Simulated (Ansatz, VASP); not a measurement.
One calculation of InAs, two programs

INCAR

```
SYSTEM = InAs
PREC = Accurate
ENCUT = 520
EDIFF = 1E-6
ISMEAR = 0
SIGMA = 0.05
LREAL = .FALSE.
LASPH = .TRUE.
NELM = 80
ALGO = Normal
ISIF = 2
LWAVE = .FALSE.
LCHARG = .FALSE.
GGA = PS
NBANDS = 16
```

Contents of KPOINTS:

```
regular mesh
0
G
  14 14 14
  0 0 0
```

POSCAR

```
InAs
1.0
    0.0000000000      3.0434320325      3.0434320325
    3.0434320325      0.0000000000      3.0434320325
    3.0434320325      3.0434320325      0.0000000000
In As
1 1
Direct
    0.0000000000      0.0000000000      0.0000000000
    0.2500000000      0.2500000000      0.2500000000
```

Input for Ansatz:

```yaml
crystal:
  lattice:
    - [0.0, 3.0434320325, 3.0434320325]
    - [3.0434320325, 0.0, 3.0434320325]
    - [3.0434320325, 3.0434320325, 0.0]
  atoms:
    - { symbol: In, position: [0.0, 0.0, 0.0] }
    - { symbol: As, position: [0.25, 0.25, 0.25] }
basis:
  ecutwfc: 420
  ecutrho_ratio: 4
kpoints:
  mp_grid: { grid: [14, 14, 14] }
hamiltonian:
  xc: pbesol
scf:
  occupations: { method: gaussian, width: 0.05 }
output:
  forces: true
  stress: true
  eigenvalues: true
```

Alike in both runs: task single point; functional PBEsol; k mesh 14 × 14 × 14; occupations gaussian, width 0.05 eV; no spin polarisation.

|  | VASP | Ansatz |
| --- | --- | --- |
| version | VASP 6.6.1 | Ansatz 0.2.0 |
| potentials or method | VASP PAW PBE potentials, release 64 (In_d, As), cutoff 520 eV | scalar-relativistic, plane waves, PAW |
| valence electrons in the cell | 18 | 28 |

|  | VASP | Ansatz | Ansatz less VASP |
| --- | --- | --- | --- |
| gap on the k mesh at the Fermi level (eV) | none | none | - |
| pressure (GPa) | 0.1 | 0.0 | -0.08 |

VASP's potentials were made for PBE, not for PBEsol. A gap of «none» marks a metal or a gap that the smearing closes. VASP's potentials hold 18 valence electrons a cell and Ansatz's 28, so a difference there can come from the potentials and not from the codes.
